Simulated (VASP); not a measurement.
# H4C3O2 in VASP: notebook

H4C3O2 is run at these levels: PBEsol; tasks: single point.

Everything below comes from runs of VASP 6.6.1. Logs are shortened: lines on timing, memory, paths and dates and some standing lists are left out, and cuts for length are marked.

### Step 1. The cell of the first run

The cell holds an amorphous packing of atoms, 36 atoms: a = 7.823 Å, b = 7.823 Å, c = 7.823 Å, α = 90.00°, β = 90.00°, γ = 90.00°.

### Step 2. Single point, PBEsol

INCAR reads:

```
SYSTEM = H4C3O2
PREC     = Accurate       ! precision mode
ENCUT    = 520            ! plane-wave cutoff, eV
EDIFF    = 1E-7           ! SCF threshold, eV
ISMEAR   = -1             ! smearing method
SIGMA    = 0.05           ! smearing width, eV
LREAL    = Auto         
LASPH    = .True.         ! aspherical terms in the spheres
NELM     = 60             ! most SCF steps
ALGO     = Normal         ! electronic algorithm
ISIF     = 2              ! what is computed and relaxed
LWAVE    = .False.        ! write WAVECAR
LCHARG   = .True.         ! write CHGCAR
GGA      = PS             ! functional
LELF     = .True.         ! ELF
LVHAR    = .True.       
NBANDS   = 80             ! bands
```

KPOINTS reads:

```
regular mesh
0
Gamma
  1 1 1
  0 0 0
```

POSCAR reads:

```
H4C3O2
1.0
    7.8232050000      0.0000000000      0.0000000000
    0.0000000000      7.8232050000      0.0000000000
    0.0000000000      0.0000000000      7.8232050000
O C H
8 12 16
Direct
    0.3544071771      0.4473741900     -0.0055092510
    0.3043126187      0.7028065863      0.1059668001
    0.7510221195      0.3836790676      0.4111486277
    0.9518349577      0.4574084407      0.2070762558
    0.3307979274      0.2446951090      0.2896255435
    0.2511886113      0.4001301257      0.5274181106
    0.5048953722      0.9645024002      0.0454033865
    0.6714383683      0.7971924550     -0.1243735783
    0.3165198918      0.6126133727     -0.0189180777
    0.8174015637      0.3958735582      0.2521600802
    0.2126749842      0.2964002605      0.4175015227
    0.6417063083      0.9439098170     -0.0709555738
    0.0333878506      0.0287733736      0.8659366590
    0.1079480852      0.1587328978      0.8929332671
    0.9399600292      0.8430176635      0.4317795584
    1.0623267574      0.8267583426      0.3335205967
    0.4509660683      0.8487314342      0.4844050488
    0.4507487660      0.6934753723      0.4847373934
    0.5158755267      0.2817643153      0.7096452157
    0.6424093450      0.3576155808      0.7414608207
    0.3733891672      0.4111741927      0.1309565581
    0.2894977186      0.6605732561     -0.1395719529
    0.8435161804      0.4480388792      0.4807492581
    0.7315288299      0.3067157258      0.1759125576
    0.2692502625      0.1368748486      0.2256108590
    0.0931204027      0.2110516086      0.4033640944
    0.4628026493      0.8631500772      0.0868825501
    0.7331522055      1.0643080425     -0.0707382716
    0.2161006902      0.2848193292      0.9544937145
   -0.0362127798     -0.0846839626      0.8325232434
    1.1705688398      0.7381885046      0.2431867758
    0.8380964068      0.9280978832      0.5020576605
    0.3986984874      0.5444571630      0.4785506707
    0.4850058256      0.9739358741      0.5371072342
    0.7198712037      0.4708939623      0.7489257919
    0.4255672707      0.1849625569      0.6538113216
```

Potentials or basis: VASP PAW PBE potentials, release 64 (O, C, H).

The run is started by

```console
> cat potpaw_PBE.64/O/POTCAR potpaw_PBE.64/C/POTCAR potpaw_PBE.64/H/POTCAR > POTCAR
> mpirun -np 1 vasp_gam > vasp.out
```

OUTCAR:

```text
SYSTEM = H4C3O2
   PREC = Accurate
   ENCUT = 520
   EDIFF = 1E-7
   ISMEAR = -1
   LREAL = Auto
   LASPH = .True.
   NELM = 60
   ISIF = 2
   GGA = PS

 ion  position               nearest neighbor table
   1  0.354  0.447  0.994-  21 1.11   9 1.33
   2  0.304  0.703  0.106-   9 1.21
   3  0.751  0.384  0.411-  23 1.04  10 1.35
   4  0.952  0.457  0.207-  10 1.21
   5  0.331  0.245  0.290-  25 1.09  11 1.42
   6  0.251  0.400  0.527-  11 1.22
   7  0.505  0.965  0.045-  27 0.92  12 1.41
   8  0.671  0.797  0.876-  12 1.24
   9  0.317  0.613  0.981-  22 1.04   2 1.21   1 1.33
  10  0.817  0.396  0.252-  24 1.14   4 1.21   3 1.35
  11  0.213  0.296  0.418-  26 1.15   6 1.22   5 1.42
  12  0.642  0.944  0.929-  28 1.18   8 1.24   7 1.41
  13  0.033  0.029  0.866-  30 1.07  14 1.19
  14  0.108  0.159  0.893-  13 1.19  29 1.39
  15  0.940  0.843  0.432-  32 1.17  16 1.23
  16  0.062  0.827  0.334-  15 1.23  31 1.30
  17  0.451  0.849  0.484-  34 1.10  18 1.21
  18  0.451  0.693  0.485-  17 1.21  33 1.24
  19  0.516  0.282  0.710-  36 1.12  20 1.18
  20  0.642  0.358  0.741-  35 1.08  19 1.18
  21  0.373  0.411  0.131-   1 1.11
  22  0.289  0.661  0.860-   9 1.04
  23  0.844  0.448  0.481-   3 1.04
  24  0.732  0.307  0.176-  10 1.14
  25  0.269  0.137  0.226-   5 1.09
  26  0.093  0.211  0.403-  11 1.15
[... 8 lines left out ...]
  35  0.720  0.471  0.749-  20 1.08
  36  0.426  0.185  0.654-  19 1.12

  LATTYP: Found a simple cubic cell.
 ALAT       =     7.8232050000

  Lattice vectors:

 A1 = (   7.8232050000,   0.0000000000,   0.0000000000)
 A2 = (   0.0000000000,   7.8232050000,   0.0000000000)
 A3 = (   0.0000000000,   0.0000000000,   7.8232050000)

Analysis of symmetry for initial positions (statically):
=====================================================================
 Subroutine PRICEL returns:
 Original cell was already a primitive cell.

 Routine SETGRP: Setting up the symmetry group for a
 simple cubic supercell.

 Subroutine GETGRP returns: Found  1 space group operations
 (whereof  1 operations were pure point group operations)
 out of a pool of 48 trial point group operations.

The static configuration has the point symmetry C_1 .

Analysis of symmetry for dynamics (positions and initial velocities):
=====================================================================
 Subroutine PRICEL returns:
 Original cell was already a primitive cell.

 Routine SETGRP: Setting up the symmetry group for a
 simple cubic supercell.

 Subroutine GETGRP returns: Found  1 space group operations
 (whereof  1 operations were pure point group operations)
 out of a pool of 48 trial point group operations.

The dynamic configuration has the point symmetry C_1 .

 Subroutine INISYM returns: Found  1 space group operations
 (whereof  1 operations are pure point group operations),
 and found     1 'primitive' translations

----------------------------------------------------------------------------------------

                                     Primitive cell

  volume of cell :     478.8000

  direct lattice vectors                    reciprocal lattice vectors
     7.823205000  0.000000000  0.000000000     0.127824849  0.000000000  0.000000000
     0.000000000  7.823205000  0.000000000     0.000000000  0.127824849  0.000000000
     0.000000000  0.000000000  7.823205000     0.000000000  0.000000000  0.127824849

  length of vectors
     7.823205000  7.823205000  7.823205000     0.127824849  0.127824849  0.127824849

  position of ions in fractional coordinates (direct lattice)
     0.354407177  0.447374190  0.994490749
     0.304312619  0.702806586  0.105966800
     0.751022119  0.383679068  0.411148628
     0.951834958  0.457408441  0.207076256
     0.330797927  0.244695109  0.289625544
     0.251188611  0.400130126  0.527418111
[... 28 lines left out ...]
     0.719871204  0.470893962  0.748925792
     0.425567271  0.184962557  0.653811322

  ion indices of the primitive-cell ions
   primitive index   ion index
                 1           1
                 2           2
                 3           3
                 4           4
                 5           5
                 6           6
[... 28 lines left out ...]
                35          35
                36          36

----------------------------------------------------------------------------------------

 KPOINTS: regular mesh

Automatic generation of k-mesh.
 Grid dimensions read from file:
 generate k-points for:    1    1    1

 Generating k-lattice:

  Cartesian coordinates                     Fractional coordinates (reciprocal lattice)
     0.127824849  0.000000000  0.000000000     1.000000000  0.000000000  0.000000000
     0.000000000  0.127824849  0.000000000     0.000000000  1.000000000  0.000000000
     0.000000000  0.000000000  0.127824849     0.000000000  0.000000000  1.000000000

  Length of vectors
     0.127824849  0.127824849  0.127824849

  Shift w.r.t. Gamma in fractional coordinates (k-lattice)
     0.000000000  0.000000000  0.000000000

 Subroutine IBZKPT returns following result:
 ===========================================

 Found      1 irreducible k-points:

 Following reciprocal coordinates:
            Coordinates               Weight
  0.000000  0.000000  0.000000      1.000000
   k-points           NKPTS =      1   k-points in BZ     NKDIM =      1   number of bands    NBANDS=     80
   number of dos      NEDOS =    301   number of ions     NIONS =     36
   total plane-waves  NPLWV = 216000
   dimension x,y,z NGX =    60 NGY =   60 NGZ =   60
   dimension x,y,z NGXF=   120 NGYF=  120 NGZF=  120
   ions per type =               8  12  16
   NGX,Y,Z   is equivalent  to a cutoff of  12.75, 12.75, 12.75 a.u.
   NGXF,Y,Z  is equivalent  to a cutoff of  25.50, 25.50, 25.50 a.u.
 SYSTEM =  H4C3O2
   PREC   = accura    normal or accurate (medium, high low for compatibility)
   ISTART =      0    job   : 0-new  1-cont  2-samecut
   ICHARG =      2    charge: 1-file 2-atom 10-const
   ISPIN  =      1    spin polarized calculation?
   LNONCOLLINEAR =      F non collinear calculations
   LSORBIT =      F    spin-orbit coupling
   LASPH  =      T    aspherical Exc in radial PAW
   ENCUT  =  520.0 eV  38.22 Ry    6.18 a.u.  14.55 14.55 14.55*2*pi/ulx,y,z
   NELM   =     60;   NELMIN=  2; NELMDL= -5     # of ELM steps
   EDIFF  = 0.1E-06   stopping-criterion for ELM
   LREAL  =      T    real-space projection
   EDIFFG = 0.1E-05   stopping-criterion for IOM
   NSW    =      0    number of steps for IOM
   IBRION =     -1    ionic relax: 0-MD 1-quasi-New 2-CG
   NFREE  =      0    steps in history (QN), initial steepest desc. (CG)
   ISIF   =      2    stress and relaxation
   ISYM   =      2    0-nonsym 1-usesym 2-fastsym
   POTIM  = 0.5000    time-step for ionic-motion
   TEBEG  =    0.0;   TEEND  =   0.0 temperature during run
   PSTRESS=    0.0 pullay stress
   NELECT =     112.0000    total number of electrons
   NUPDOWN=      -1.0000    fix difference up-down
   EMIN   =  10.00;   EMAX   =-10.00  energy-range for DOS
   EFERMI =   0.00;   METHOD = LEGACY
   ISMEAR =    -1;   SIGMA  =   0.05  broadening in eV -4-tet -1-fermi 0-gaus
   EFERMI_NEDOS =   21; number of points for ismear=-14 and -15
   IALGO  =     38    algorithm
   IMIX   =      4    mixing-type and parameters
     AMIX     =   0.40;   BMIX     =  1.00
     AMIX_MAG =   1.60;   BMIX_MAG =  1.00
  volume/ion in A,a.u.               =      13.30        89.75
  Fermi-wavevector in a.u.,A,eV,Ry     =   1.008702  1.906170 13.843647  1.017479
  Thomas-Fermi vector in A             =   2.141585
   LORBIT       =      0    0 simple, 1 ext, 2 COOP (PROOUT), +10 PAW based schemes
   GGA     = PS    functional components
   LHFCALC =     F    Hartree Fock is set to
   AEXX    =    0.0000 exact exchange contribution
   IVDW    =     0    specifies the selected vdW correction
   LEPSILON=     F    determine dielectric tensor
   LRPA    =     F    only Hartree local field effects (RPA)
 non-spin polarized calculation
  energy-cutoff  :      520.00
  volume of cell :      478.80
 maximum number of plane-waves:      6483
 NGX is ok and might be reduce to    60
   NGX = 29   NGY = 29   NGZ = 29

 number of electron     111.9999990 magnetization

 Free energy of the ion-electron system (eV)
  ---------------------------------------------------
  ext. energy  EPLUGINS =         0.00000000
  ---------------------------------------------------
  free energy    TOTEN  =      -211.57413554 eV

  energy without entropy =     -211.57413554  energy(sigma->0) =     -211.57413554

 E-fermi :  -1.3710     XC(G=0):  -6.9102

 val. band max:       -2.5981084098   @ k =   0.0000   0.0000   0.0000
 cond. band min:       0.8078513891   @ k =   0.0000   0.0000   0.0000
 fundamental gap:      3.4059597988
 Fermi energy:        -1.3709808743

 k-point     1 :       0.0000    0.0000    0.0000
  band No.  band energies     occupation
      1     -25.2073      2.00000
      2     -24.6653      2.00000
      3     -24.4671      2.00000
      4     -23.7448      2.00000
      5     -22.9291      2.00000
      6     -22.7913      2.00000
[... 60 lines left out ...]
     67       3.4610      0.00000
     68       3.5480      0.00000
 [bands above 68 left out]

------------------------ aborting loop because EDIFF is reached ----------------------------------------

  FORCE on cell =-STRESS in cart. coord.  units (eV):
  Direction    XX          YY          ZZ          XY          YZ          ZX
  --------------------------------------------------------------------------------------
  -------------------------------------------------------------------------------------
  Total       -7.0502710     -9.1204857     -3.5234443     -1.2559952     -4.5687008      1.9412895
  in kB      -23.5918644    -30.5192892    -11.7902729     -4.2028553    -15.2879471      6.4960110
  external PRESSURE =     -21.9671422 kB  Pullay stress =       0.0000000 kB

 VOLUME and BASIS-vectors are now :
 -----------------------------------------------------------------------------
  energy-cutoff  :      520.00
  volume of cell :      478.80
      direct lattice vectors                 reciprocal lattice vectors
     7.823205000  0.000000000  0.000000000     0.127824849  0.000000000  0.000000000
     0.000000000  7.823205000  0.000000000     0.000000000  0.127824849  0.000000000
     0.000000000  0.000000000  7.823205000     0.000000000  0.000000000  0.127824849

 POSITION                                       TOTAL-FORCE (eV/Angst)
 -----------------------------------------------------------------------------------
      2.77260      3.49990      7.78011         0.305468     -0.718547      2.445089
      2.38070      5.49820      0.82900         0.364650      0.868003      1.127051
      5.87540      3.00160      3.21650         2.479848      1.743897      0.510623
      7.44640      3.57840      1.62000         0.021450      0.295913      0.196985
      2.58790      1.91430      2.26580        -2.384482     -1.443236     -0.345227
      1.96510      3.13030      4.12610        -0.908798     -0.980737     -1.237558
[... 28 lines left out ...]
      5.63170      3.68390      5.85900         0.378515     -0.128550      0.464961
      3.32930      1.44700      5.11490         0.768424      1.200256      1.116754
 -----------------------------------------------------------------------------------
    total drift:                               -0.005445      0.024099      0.001880

  FREE ENERGIE OF THE ION-ELECTRON SYSTEM (eV)
  ---------------------------------------------------
  free  energy   TOTEN  =      -211.5741355361 eV

  energy  without entropy=     -211.5741355360  energy(sigma->0) =     -211.57413554
```

It took 1.7 min on 1 thread of Intel Xeon Platinum 8259CL at 2.50GHz (Skylake/Cascade Lake), shared host; peak memory 0.47 GiB.

What came out:

| Quantity | Value |
| --- | --- |
| Free energy | -211.5741 eV |
| Pressure | -2.2 GPa |
| Largest force | 7.044 eV/Å |
| Band gap on the k mesh | 3.41 eV |

Forces on the atoms (eV/Å):
```
O    0.305 -0.719  2.445
O    0.365  0.868  1.127
O    2.480  1.744  0.511
O    0.021  0.296  0.197
O   -2.384 -1.443 -0.345
O   -0.909 -0.981 -1.238
O    3.325  4.925 -2.632
O    0.139  2.323 -0.083
C    0.094 -1.961  1.710
C   -1.153 -2.242 -0.485
C    0.384 -1.288 -0.596
C   -0.471 -1.869  2.468
C   -1.247 -2.050 -0.634
C    4.185  5.110  2.447
C   -1.159  2.636  0.615
C    1.410 -2.676 -1.198
C    0.776  0.903  1.066
C   -1.405 -3.191 -0.477
C   -3.328 -3.846 -1.688
C    2.416  2.660  0.616
H   -0.520  0.640 -2.657
H   -0.173  0.404 -2.651
H   -1.485 -0.679 -0.384
H    0.375  0.839 -0.384
H    1.573  2.435  1.212
H    0.732  0.976  0.583
H   -1.446 -3.631  0.939
H   -1.416 -1.376 -0.527
H   -2.842 -2.928 -2.030
H   -0.103 -0.195 -0.043
H   -2.366  2.437  2.033
H    1.586 -1.890 -1.046
H    1.333  3.098  0.235
H   -0.236 -0.401 -0.687
H    0.379 -0.129  0.465
H    0.768  1.200  1.117
```

Stress tensor (GPa, compression positive):
```
-2.36 -0.42  0.65
-0.42 -3.05 -1.53
 0.65 -1.53 -1.18
```

Caveat: the k points lie up to 0.80 Å⁻¹ apart; the PAW data sets were made with another functional, which shifts forces and pressure a little.

### Step 3. Single point, PBEsol

INCAR reads:

```
ALGO = Normal ; EDIFF = 1E-7
ENCUT = 520 ; GGA = PS
ISIF = 2 ; ISMEAR = -1
LASPH = True ; LCHARG = False
LREAL = Auto ; LWAVE = False
NBANDS = 80 ; NELM = 80
PREC = Accurate ; SIGMA = 0.05
```

KPOINTS reads:

```
k-points
0
Gamma
  1 1 1
```

POSCAR reads:

```
H4C3O2
1.0
    7.8232050000      0.0000000000      0.0000000000
    0.0000000000      7.8232050000      0.0000000000
    0.0000000000      0.0000000000      7.8232050000
O C H
8 12 16
Direct
    0.3564779397      0.4340420582     -0.0169495750
    0.3023952459      0.7037524902      0.1000101621
    0.8308615203      0.4507487660      0.4323675527
    0.9633647591      0.4314983437      0.1743914419
    0.2950069696      0.2607626925      0.2753986378
    0.2020910867      0.3032900199      0.5355222061
    0.4837531421      0.9709831201      0.0501968183
    0.6646636513      0.8045168189     -0.1164228727
    0.2995830993      0.6011091362     -0.0230084729
    0.8440658272      0.3967683322      0.2669366327
    0.2697487794      0.1942554234      0.4417498966
    0.6209603353      0.9448812859     -0.0631071281
   -0.0026459744     -0.0017639829      0.9373907497
    0.0942580439      0.1166913049      0.9771059304
    1.0253981584      0.9239307931      0.4891984807
    1.0643847375      0.8115344031      0.3918982054
    0.4389377499      0.7847934446      0.5840061714
    0.3839091523      0.6584130161      0.5151085776
    0.5727320197      0.2530420716      0.7014772079
    0.6291027782      0.3870152962      0.7383418944
    0.4064318908      0.4098831617      0.0967250634
    0.2712698951      0.6231077928     -0.1562403133
    0.8874112336      0.5650497462      0.4402926933
    0.7627692231      0.2938309810      0.2410904482
    0.3181943973      0.1583622058      0.1970036577
    0.3297241987      0.0628898258      0.4805191734
    0.4087966505      0.8568610947      0.0609085407
    0.6756054584      1.0615342433     -0.1213952594
    0.1959299290      0.1954058471      1.0037957589
   -0.0933888349     -0.0864095981      0.8768145536
    1.1145304258      0.7322318666      0.2811891034
    1.0048439227      1.0273283137      0.5786630927
    0.3363966558      0.5245420515      0.4599138077
    0.4899782123      0.8051048132      0.7027682388
    0.6355451506      0.5099572362      0.8403205592
    0.4870126758      0.1473053563      0.7012599056
```

Potentials or basis: VASP PAW PBE potentials, release 64 (O, C, H).

The run is started by

```console
> cat potpaw_PBE.64/O/POTCAR potpaw_PBE.64/C/POTCAR potpaw_PBE.64/H/POTCAR > POTCAR
> mpirun -np 1 vasp_gam > vasp.out
```

Wall time 1.7 min (1 thread of Intel Xeon Platinum 8259CL at 2.50GHz (Skylake/Cascade Lake), shared host); peak memory 0.51 GiB.

The run converged. Its results:

| Quantity | Value |
| --- | --- |
| Free energy | -212.7586 eV |
| Pressure | -0.8 GPa |
| Largest force | 8.045 eV/Å |
| Band gap on the k mesh | 3.41 eV |

Forces on the atoms (eV/Å):
```
O   -0.571  2.203  0.376
O    0.059 -1.532 -1.668
O   -0.636  0.811 -1.127
O   -0.153  0.854 -0.699
O    0.535 -3.159  0.251
O    1.015 -2.400 -0.350
O    1.318 -0.721 -1.655
O   -0.098 -0.182  0.471
C    1.323 -1.566  1.813
C    2.592  0.687  1.908
C   -0.257  3.083  0.150
C   -2.200 -0.272  1.090
C    1.545  2.134  0.190
C   -2.795 -3.537 -1.205
C   -0.381  0.798  0.748
C    0.699 -1.282 -2.172
C   -0.569 -0.229 -0.877
C   -1.333 -3.916 -2.100
C   -1.856 -3.527 -0.829
C    1.431  6.636  4.318
H   -0.381  0.073  0.236
H   -0.623  0.694 -0.757
H    0.179 -0.552  0.132
H   -1.825 -1.507 -0.385
H    0.140  0.967  0.806
H   -0.844  1.130 -0.740
H    0.749  1.032  0.150
H    0.015  0.436  0.788
H    1.203  1.564  0.288
H    0.104 -0.267  0.273
H   -0.706  0.708  1.396
H   -0.186 -0.216  0.026
H    0.620  2.703  0.829
H    1.291  1.422  1.950
H    0.543 -2.589 -3.049
H    0.049 -0.480 -0.576
```

Stress tensor (GPa, compression positive):
```
 0.66  1.91  1.89
 1.91 -2.37 -0.98
 1.89 -0.98 -0.79
```

Levels at points of the mesh, in eV from the valence-band top:
| k point | band 54 | band 55 | band 56 | band 57 | band 58 | band 59 |
| --- | --- | --- | --- | --- | --- | --- |
| (0.00, 0.00, 0.00) | -0.36 | -0.09 | 0.00 | 3.41 | 3.96 | 4.02 |

Caveat: the k points lie up to 0.80 Å⁻¹ apart; the PAW data sets were made with another functional, which shifts forces and pressure a little.
